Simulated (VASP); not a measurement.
# Ta4O (P4/mmm) in VASP: notebook

The runs below take Ta4O through single point, with PBE, LDA, PBEsol.

Program: VASP 6.6.1. These are calculated values, not measurements. Logs are shortened: lines on timing, memory, paths and dates and some standing lists are left out, and cuts for length are marked.

## (1) The cell of the first run

Symmetry: P4/mmm, No. 123, tetragonal system. The conventional cell has a = 3.257 Å, b = 3.257 Å, c = 7.409 Å, α = 90.00°, β = 90.00°, γ = 90.00°. Ta (site symmetry 4/mmm) has 4 O at 2.30 Å and 12 Ta at 3.12 to 3.26 Å within 3.3 Å. Within 2.9 Å of Ta (site symmetry 4mm) lie 1 O at 2.10 Å and 4 Ta at 2.81 Å. Within 3.8 Å of Ta (site symmetry 4/mmm) lie 14 Ta at 2.81 to 3.70 Å. Within 2.8 Å of O (site symmetry 4/mmm) lie 6 Ta at 2.10 to 2.30 Å.

## (2) Single point, PBE

Input file INCAR:

```
ALGO     = Normal         # electronic algorithm
EDIFF    = 1E-7           # SCF threshold, eV
ENCUT    = 520            # plane-wave cutoff, eV
GGA      = PE             # functional
ISIF     = 2              # what is computed and relaxed
ISMEAR   = 0              # smearing method
LASPH    = T              # aspherical terms in the spheres
LCHARG   = T              # write CHGCAR
LELF     = T              # ELF
LREAL    = F              # projectors in reciprocal space
LVHAR    = T            
LWAVE    = F              # write WAVECAR
NBANDS   = 33             # bands
NELM     = 60             # most SCF steps
PREC     = Accurate       # precision mode
SIGMA    = 0.1            # smearing width, eV
```

Input file KPOINTS:

```
k-points
0
Gamma
  14 14 6
```

Input file POSCAR:

```
Ta4O
1.0
    3.2574970000      0.0000000000      0.0000000000
    0.0000000000      3.2574970000      0.0000000000
    0.0000000000      0.0000000000      7.4093410000
Ta O
4 1
Direct
    0.0000000000      0.0000000000      0.5000000000
    0.5000000000      0.5000000000      0.7831580000
    0.5000000000      0.5000000000      0.2168420000
    0.0000000000      0.0000000000      0.0000000000
    0.5000000000      0.5000000000      0.5000000000
```

Potentials or basis: VASP PAW PBE potentials, release 64 (Ta_pv, O).

Launch:

```sh
cat potpaw_PBE.64/Ta_pv/POTCAR potpaw_PBE.64/O/POTCAR > POTCAR
mpirun -np 1 vasp_std > vasp.out
```

OUTCAR:

```text
EDIFF = 1E-7
   ENCUT = 520
   GGA = PE
   ISIF = 2
   ISMEAR = 0
   LASPH = T
   LREAL = F
   NELM = 60
   PREC = Accurate

 ion  position               nearest neighbor table
   1  0.000  0.000  0.500-   5 2.30   5 2.30   5 2.30   5 2.30   3 3.12   3 3.12   2 3.12   3 3.12
                             2 3.12   2 3.12   3 3.12   2 3.12
   2  0.500  0.500  0.783-   5 2.10   4 2.81   4 2.81   4 2.81   4 2.81   1 3.12   1 3.12   1 3.12
                             1 3.12   3 3.21
   3  0.500  0.500  0.217-   5 2.10   4 2.81   4 2.81   4 2.81   4 2.81   1 3.12   1 3.12   1 3.12
                             1 3.12   2 3.21
   4  0.000  0.000  0.000-   2 2.81   3 2.81   2 2.81   3 2.81   2 2.81   3 2.81   2 2.81   3 2.81

   5  0.500  0.500  0.500-   2 2.10   3 2.10   1 2.30   1 2.30   1 2.30   1 2.30

  LATTYP: Found a simple tetragonal cell.
 ALAT       =     3.2574970000
 C/A-ratio  =     2.2745503680

  Lattice vectors:

 A1 = (   3.2574970000,   0.0000000000,   0.0000000000)
 A2 = (   0.0000000000,   3.2574970000,   0.0000000000)
 A3 = (   0.0000000000,   0.0000000000,   7.4093410000)

Analysis of symmetry for initial positions (statically):
=====================================================================
 Subroutine PRICEL returns:
 Original cell was already a primitive cell.

 Routine SETGRP: Setting up the symmetry group for a
 simple tetragonal supercell.

 Subroutine GETGRP returns: Found 16 space group operations
 (whereof 16 operations were pure point group operations)
 out of a pool of 16 trial point group operations.

The static configuration has the point symmetry D_4h.

Analysis of symmetry for dynamics (positions and initial velocities):
=====================================================================
 Subroutine PRICEL returns:
 Original cell was already a primitive cell.

 Routine SETGRP: Setting up the symmetry group for a
 simple tetragonal supercell.

 Subroutine GETGRP returns: Found 16 space group operations
 (whereof 16 operations were pure point group operations)
 out of a pool of 16 trial point group operations.

The dynamic configuration has the point symmetry D_4h.

 Subroutine INISYM returns: Found 16 space group operations
 (whereof 16 operations are pure point group operations),
 and found     1 'primitive' translations

----------------------------------------------------------------------------------------

                                     Primitive cell

  volume of cell :      78.6226

  direct lattice vectors                    reciprocal lattice vectors
     3.257497000  0.000000000  0.000000000     0.306984166  0.000000000  0.000000000
     0.000000000  3.257497000  0.000000000     0.000000000  0.306984166  0.000000000
     0.000000000  0.000000000  7.409341000     0.000000000  0.000000000  0.134964769

  length of vectors
     3.257497000  3.257497000  7.409341000     0.306984166  0.306984166  0.134964769

  position of ions in fractional coordinates (direct lattice)
     0.000000000  0.000000000  0.500000000
     0.500000000  0.500000000  0.783158000
     0.500000000  0.500000000  0.216842000
     0.000000000  0.000000000  0.000000000
     0.500000000  0.500000000  0.500000000

  ion indices of the primitive-cell ions
   primitive index   ion index
                 1           1
                 2           2
                 3           3
                 4           4
                 5           5

----------------------------------------------------------------------------------------

 KPOINTS: k-points

Automatic generation of k-mesh.
 Grid dimensions read from file:
 generate k-points for:   14   14    6

 Generating k-lattice:

  Cartesian coordinates                     Fractional coordinates (reciprocal lattice)
     0.021927440  0.000000000  0.000000000     0.071428571  0.000000000  0.000000000
     0.000000000  0.021927440  0.000000000     0.000000000  0.071428571  0.000000000
     0.000000000  0.000000000  0.022494128     0.000000000  0.000000000  0.166666667

  Length of vectors
     0.021927440  0.021927440  0.022494128

  Shift w.r.t. Gamma in fractional coordinates (k-lattice)
     0.000000000  0.000000000  0.000000000

 Subroutine IBZKPT returns following result:
 ===========================================

 Found    144 irreducible k-points:

 Following reciprocal coordinates:
            Coordinates               Weight
  0.000000  0.000000  0.000000      1.000000
  0.071429  0.000000  0.000000      4.000000
  0.142857  0.000000  0.000000      4.000000
  0.214286  0.000000  0.000000      4.000000
  0.285714  0.000000  0.000000      4.000000
  0.357143  0.000000  0.000000      4.000000
[... 16 lines left out ...]
  0.285714  0.214286  0.000000      8.000000
  0.357143  0.214286  0.000000      8.000000
 [... further k-points ...]
   k-points           NKPTS =    144   k-points in BZ     NKDIM =    144   number of bands    NBANDS=     33
   number of dos      NEDOS =    301   number of ions     NIONS =      5
   total plane-waves  NPLWV =  32256
   dimension x,y,z NGX =    24 NGY =   24 NGZ =   56
   dimension x,y,z NGXF=    48 NGYF=   48 NGZF=  112
   ions per type =               4   1
   NGX,Y,Z   is equivalent  to a cutoff of  12.25, 12.25, 12.56 a.u.
   NGXF,Y,Z  is equivalent  to a cutoff of  24.50, 24.50, 25.13 a.u.
 SYSTEM =  unknown system
   PREC   = accura    normal or accurate (medium, high low for compatibility)
   ISTART =      0    job   : 0-new  1-cont  2-samecut
   ICHARG =      2    charge: 1-file 2-atom 10-const
   ISPIN  =      1    spin polarized calculation?
   LNONCOLLINEAR =      F non collinear calculations
   LSORBIT =      F    spin-orbit coupling
   LASPH  =      T    aspherical Exc in radial PAW
   ENCUT  =  520.0 eV  38.22 Ry    6.18 a.u.   6.06  6.06 13.78*2*pi/ulx,y,z
   NELM   =     60;   NELMIN=  2; NELMDL= -5     # of ELM steps
   EDIFF  = 0.1E-06   stopping-criterion for ELM
   LREAL  =      F    real-space projection
   EDIFFG = 0.1E-05   stopping-criterion for IOM
   NSW    =      0    number of steps for IOM
   IBRION =     -1    ionic relax: 0-MD 1-quasi-New 2-CG
   NFREE  =      0    steps in history (QN), initial steepest desc. (CG)
   ISIF   =      2    stress and relaxation
   ISYM   =      2    0-nonsym 1-usesym 2-fastsym
   POTIM  = 0.5000    time-step for ionic-motion
   TEBEG  =    0.0;   TEEND  =   0.0 temperature during run
   PSTRESS=    0.0 pullay stress
   NELECT =      50.0000    total number of electrons
   NUPDOWN=      -1.0000    fix difference up-down
   EMIN   =  10.00;   EMAX   =-10.00  energy-range for DOS
   EFERMI =   0.00;   METHOD = LEGACY
   ISMEAR =     0;   SIGMA  =   0.10  broadening in eV -4-tet -1-fermi 0-gaus
   EFERMI_NEDOS =   21; number of points for ismear=-14 and -15
   IALGO  =     38    algorithm
   IMIX   =      4    mixing-type and parameters
     AMIX     =   0.40;   BMIX     =  1.00
     AMIX_MAG =   1.60;   BMIX_MAG =  1.00
  volume/ion in A,a.u.               =      15.72       106.11
  Fermi-wavevector in a.u.,A,eV,Ry     =   1.407826  2.660405 26.966391  1.981974
  Thomas-Fermi vector in A             =   2.530046
   LORBIT       =      0    0 simple, 1 ext, 2 COOP (PROOUT), +10 PAW based schemes
   GGA     = PE    functional components
   LHFCALC =     F    Hartree Fock is set to
   AEXX    =    0.0000 exact exchange contribution
   IVDW    =     0    specifies the selected vdW correction
   LEPSILON=     F    determine dielectric tensor
   LRPA    =     F    only Hartree local field effects (RPA)
 non-spin polarized calculation
 Gauss-broadening in eV      SIGMA  =   0.10
  energy-cutoff  :      520.00
  volume of cell :       78.62
 maximum number of plane-waves:      2144
   NGX = 13   NGY = 13   NGZ = 27

 number of electron      50.0000004 magnetization

 Free energy of the ion-electron system (eV)
  ---------------------------------------------------
  ext. energy  EPLUGINS =         0.00000000
  ---------------------------------------------------
  free energy    TOTEN  =       -55.08524118 eV

  energy without entropy =      -55.07146074  energy(sigma->0) =      -55.07835096

 E-fermi :   6.4251     XC(G=0): -12.5999

 val. band max:        6.4235725413   @ k =   0.3571   0.0000   0.3333
 cond. band min:       6.4275346684   @ k =   0.4286   0.1429   0.1667
 fundamental gap:      0.0039621271
 Fermi energy:         6.4250677720

 k-point     1 :       0.0000    0.0000    0.0000
  band No.  band energies     occupation
      1     -29.1720      2.00000
      2     -29.1720      2.00000
      3     -28.7973      2.00000
      4     -28.2232      2.00000
      5     -28.1009      2.00000
      6     -27.8920      2.00000
[... 25 lines left out ...]
     32       8.0940      0.00000
     33       8.8626      0.00000

 k-point     2 :       0.0714    0.0000    0.0000
  band No.  band energies     occupation
      1     -29.1909      2.00000
      2     -29.1699      2.00000
      3     -28.7945      2.00000
      4     -28.2297      2.00000
      5     -28.1050      2.00000
      6     -27.8931      2.00000
[... 25 lines left out ...]
     32       8.5101      0.00000
     33       9.0638      0.00000

 k-point     3 :       0.1429    0.0000    0.0000
  band No.  band energies     occupation
      1     -29.2428      2.00000
      2     -29.1639      2.00000
      3     -28.7873      2.00000
      4     -28.2471      2.00000
      5     -28.1169      2.00000
      6     -27.8988      2.00000
[... 25 lines left out ...]
     32       8.9087      0.00000
     33       9.8361      0.00000

 k-point     4 :       0.2143    0.0000    0.0000
  band No.  band energies     occupation
      1     -29.3157      2.00000
      2     -29.1553      2.00000
      3     -28.7788      2.00000
      4     -28.2706      2.00000
      5     -28.1341      2.00000
      6     -27.9135      2.00000
[... 673 lines left out ...]
     32       8.7886      0.00000
     33      10.3091      0.00000

 k-point    23 :       0.2857    0.2143    0.0000
  band No.  band energies     occupation
      1     -29.3629      2.00000
      2     -29.2638      2.00000
      3     -28.7513      2.00000
      4     -28.2624      2.00000
      5     -28.1012      2.00000
      6     -28.0395      2.00000
[... 25 lines left out ...]
     32       9.1740      0.00000
     33      10.2409      0.00000

 k-point    24 :       0.3571    0.2143    0.0000
  band No.  band energies     occupation
      1     -29.4218      2.00000
      2     -29.2519      2.00000
      3     -28.7443      2.00000
      4     -28.2821      2.00000
      5     -28.0992      2.00000
      6     -28.0590      2.00000
[... 25 lines left out ...]
     32       9.5781      0.00000
     33      10.1879      0.00000

 [... further k-points ...]

------------------------ aborting loop because EDIFF is reached ----------------------------------------

  FORCE on cell =-STRESS in cart. coord.  units (eV):
  Direction    XX          YY          ZZ          XY          YZ          ZX
  --------------------------------------------------------------------------------------
  -------------------------------------------------------------------------------------
  Total       -0.1997129     -0.1997129     -0.3485779      0.0000000      0.0000000      0.0000000
  in kB       -4.0697633     -4.0697633     -7.1033431      0.0000000      0.0000000      0.0000000
  external PRESSURE =      -5.0809566 kB  Pullay stress =       0.0000000 kB

 VOLUME and BASIS-vectors are now :
 -----------------------------------------------------------------------------
  energy-cutoff  :      520.00
  volume of cell :       78.62
      direct lattice vectors                 reciprocal lattice vectors
     3.257497000  0.000000000  0.000000000     0.306984166  0.000000000  0.000000000
     0.000000000  3.257497000  0.000000000     0.000000000  0.306984166  0.000000000
     0.000000000  0.000000000  7.409341000     0.000000000  0.000000000  0.134964769

 POSITION                                       TOTAL-FORCE (eV/Angst)
 -----------------------------------------------------------------------------------
      0.00000      0.00000      3.70467         0.000000      0.000000      0.000000
      1.62875      1.62875      5.80268        -0.000000     -0.000000     -0.031765
      1.62875      1.62875      1.60666         0.000000      0.000000      0.031765
      0.00000      0.00000      0.00000         0.000000      0.000000      0.000000
      1.62875      1.62875      3.70467         0.000000      0.000000      0.000000
 -----------------------------------------------------------------------------------
    total drift:                                0.000000     -0.000000      0.000000

  FREE ENERGIE OF THE ION-ELECTRON SYSTEM (eV)
  ---------------------------------------------------
  free  energy   TOTEN  =       -55.0852411843 eV

  energy  without entropy=      -55.0714607393  energy(sigma->0) =      -55.07835096
```

Wall time 11 min (1 thread of Intel Xeon 8259CL, shared host); peak memory 0.4 GiB.

Results:

* Free energy: -55.0852 eV
* Pressure: -0.5 GPa
* Largest force: 0.032 eV/Å
* Band gap on the k mesh: zero (bands 25 and 26 overlap by 1.07 eV)

Forces on the atoms (eV/Å):
```
Ta   0.000  0.000  0.000
Ta   0.000  0.000 -0.032
Ta   0.000  0.000  0.032
Ta   0.000  0.000  0.000
O    0.000  0.000  0.000
```

Caveat: spin-orbit coupling is left out, which moves the levels of the heavy elements.

## (3) Single point, LDA

This run uses another cell than the first one, of 14.78 Å³/atom.

Input file INCAR:

```
SYSTEM = Ta4O
PREC = Accurate
ENCUT = 520
EDIFF = 1E-6
ISMEAR = 0
SIGMA = 0.1
LREAL = .False.
LASPH = .True.
NELM = 80
ALGO = Normal
ISIF = 2
LWAVE = .False.
LCHARG = .False.
GGA = CA
NBANDS = 33
```

Input file KPOINTS:

```
Automatic mesh
0
Gamma
  12 12 6
  0 0 0
```

Input file POSCAR:

```
Ta4O
1.0
    3.1799475151      0.0000000000      0.0000000000
    0.0000000000      3.1799475151      0.0000000000
    0.0000000000      0.0000000000      7.3065144979
Ta O
4 1
Direct
    0.0000000000      0.0000000000      0.5000000000
    0.5000000000      0.5000000000      0.7828606995
    0.5000000000      0.5000000000      0.2171393005
    0.0000000000      0.0000000000      0.0000000000
    0.5000000000      0.5000000000      0.5000000000
```

Potentials or basis: VASP PAW LDA potentials, release 64 (Ta_pv, O).

Launch:

```sh
cat potpaw_LDA.64/Ta_pv/POTCAR potpaw_LDA.64/O/POTCAR > POTCAR
mpirun -np 1 vasp_std > vasp.out
```

It took 5.6 min on 1 thread of Intel Xeon 8259CL, shared host; peak memory 0.31 GiB.

Results (log left out):

```
Free energy            : -60.3572 eV
Pressure               : 1.1 GPa
Largest force          : 0.038 eV/Å
Band gap on the k mesh : zero (bands 25 and 26 overlap by 1.05 eV)
```

Forces on the atoms (eV/Å):
```
Ta   0.000  0.000  0.000
Ta   0.000  0.000  0.038
Ta   0.000  0.000 -0.038
Ta   0.000  0.000  0.000
O    0.000  0.000  0.000
```

Stress tensor (GPa, compression positive):
```
1.00 0.00 0.00
0.00 1.00 0.00
0.00 0.00 1.42
```

Levels at points of the mesh, in eV from the Fermi level:
| k point | band 21 | band 22 | band 23 | band 24 | band 25 | band 26 | band 27 | band 28 | band 29 | band 30 |
| --- | --- | --- | --- | --- | --- | --- | --- | --- | --- | --- |
| (0.00, 0.00, 0.00) | -2.95 | -1.80 | -0.57 | -0.57 | 0.10 | 0.50 | 1.10 | 1.10 | 1.25 | 1.68 |
| (0.50, 0.00, 0.00) | -1.62 | -1.16 | -1.02 | -0.67 | 0.18 | 0.95 | 1.00 | 1.61 | 1.80 | 1.90 |
| (0.50, 0.50, 0.00) | -2.15 | -1.55 | -1.55 | -0.59 | -0.59 | 1.94 | 2.47 | 3.15 | 3.15 | 3.51 |
| (0.00, 0.00, 0.50) | -3.70 | -0.77 | -0.60 | -0.60 | 0.44 | 0.65 | 0.65 | 0.76 | 1.14 | 1.73 |
| (0.50, 0.00, 0.50) | -1.64 | -1.30 | -1.13 | -0.47 | -0.47 | 1.14 | 1.42 | 1.48 | 1.90 | 2.44 |
| (0.50, 0.50, 0.50) | -2.83 | -1.88 | -1.88 | 0.31 | 0.31 | 1.95 | 2.10 | 2.10 | 3.06 | 3.51 |

Caveat: spin-orbit coupling is left out, which moves the levels of the heavy elements.

(Part 1 of 2 ends here.)
